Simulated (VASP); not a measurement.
A run of VASP 6.6.1 is set up as follows.

File INCAR:

```
PREC = Accurate
ENCUT = 600
EDIFF = 1E-6
ISMEAR = -1
SIGMA = 0.02
LREAL = False
LASPH = True
NELM = 100
ALGO = Normal
ISIF = 3
LWAVE = False
LCHARG = False
GGA = PE
IBRION = 2
NSW = 80
EDIFFG = -0.01
```

Contents of KPOINTS:

```
Automatic mesh
0
Gamma
  8 8 8
```

The input POSCAR:

```
KMgF3
1.0
    3.9859000000      0.0000000000      0.0000000000
    0.0000000000      3.9859000000      0.0000000000
    0.0000000000      0.0000000000      3.9859000000
K Mg F
1 1 3
Direct
    0.5000000000      0.5000000000      0.5000000000
    0.0000000000      0.0000000000      0.0000000000
    0.5000000000      0.0000000000      0.0000000000
    0.0000000000      0.5000000000      0.0000000000
    0.0000000000      0.0000000000      0.5000000000
```

Potentials or basis: VASP PAW PBE potentials, release 64 (K_sv, Mg, F).

Command:

```bash
$ cat potpaw_PBE.64/K_sv/POTCAR potpaw_PBE.64/Mg/POTCAR potpaw_PBE.64/F/POTCAR > POTCAR
$ mpirun -np 1 vasp_std > vasp.out
```

(1) Predict the band gap on the k mesh.

(2) What does it give for the relaxed volume?

(3) What does it give for the space group after relaxing (to 0.1 Å)?

(4) What does it give for the relaxed cell?

Results:

(1) 6.98 eV (least direct gap 7.30 eV).

(2) 13.24 Å³/atom.

(3) Pm-3m (No. 221).

(4) a = 4.045 Å, b = 4.045 Å, c = 4.045 Å, α = 90.00°, β = 90.00°, γ = 90.00°.
